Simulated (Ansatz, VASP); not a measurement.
**Two plane-wave programs on BeS**

File INCAR:

```
PREC = Accurate
ENCUT = 600
EDIFF = 1E-6
ISMEAR = 0
SIGMA = 0.02
LREAL = False
LASPH = True
NELM = 60
ALGO = Normal
ISIF = 3
LWAVE = False
LCHARG = False
GGA = PE
IBRION = 2
NSW = 100
EDIFFG = -0.01
```

File KPOINTS:

```
Automatic mesh
0
Gamma
  6 6 8
```

POSCAR

```
BeS
1.0
    5.9441277172      0.0000000000      0.0000000000
    0.0000000000      5.9441277172      0.0000000000
    0.0000000000      0.0000000000      3.2961401376
Be S
4 4
Direct
    0.6704356138      0.6704356138      0.5000000000
    0.1704356138      0.8295643862      0.2500000000
    0.3295643862      0.3295643862      0.0000000000
    0.8295643862      0.1704356138      0.7500000000
    0.8278189123      0.8278189123      0.0000000000
    0.3278189123      0.6721810877      0.7500000000
    0.1721810877      0.1721810877      0.5000000000
    0.6721810877      0.3278189123      0.2500000000
```

Input for Ansatz:

```yaml
crystal:
  lattice:
    - [5.9441277172, 0.0, 0.0]
    - [0.0, 5.9441277172, 0.0]
    - [0.0, 0.0, 3.2961401376]
  atoms:
    - { symbol: Be, position: [0.6704356138, 0.6704356138, 0.5] }
    - { symbol: Be, position: [0.1704356138, 0.8295643862, 0.25] }
    - { symbol: Be, position: [0.3295643862, 0.3295643862, 0.0] }
    - { symbol: Be, position: [0.8295643862, 0.1704356138, 0.75] }
    - { symbol: S, position: [0.8278189123, 0.8278189123, 0.0] }
    - { symbol: S, position: [0.3278189123, 0.6721810877, 0.75] }
    - { symbol: S, position: [0.1721810877, 0.1721810877, 0.5] }
    - { symbol: S, position: [0.6721810877, 0.3278189123, 0.25] }
basis:
  ecutwfc: 420
kpoints:
  mp_grid: { grid: [6, 6, 8] }
hamiltonian:
  xc: pbe
scf:
  occupations: { method: gaussian, width: 0.02 }
output:
  forces: true
  stress: true
  eigenvalues: true
relax:
  adjacent_minimum: "off"
  f_tol: 0.01
  max_steps: 80
  cell: { stress_tol: 0.05 }
```

Alike in both runs: task relaxation of cell and atoms; functional PBE; k mesh 6 × 6 × 8; occupations gaussian, width 0.02 eV; no spin polarisation.

|  | VASP | Ansatz |
| --- | --- | --- |
| version | VASP 6.6.1 | Ansatz 0.2.0 |
| potentials or method | VASP PAW PBE potentials, release 64 (Be, S), cutoff 600 eV | scalar-relativistic, plane waves, PAW |
| valence electrons in the cell | 32 | 32 |

|  | VASP | Ansatz | Ansatz less VASP |
| --- | --- | --- | --- |
| gap on the k mesh at the Fermi level, each at its own relaxed structure (eV) | 2.46 | 2.46 | 0.000 |
| relaxed volume (Å³/atom) | 14.56 | 14.56 | +0.002 |
| relaxed length of the cell vector where the two differ most in proportion (Å) | 3.294 | 3.293 | -0.0017 |
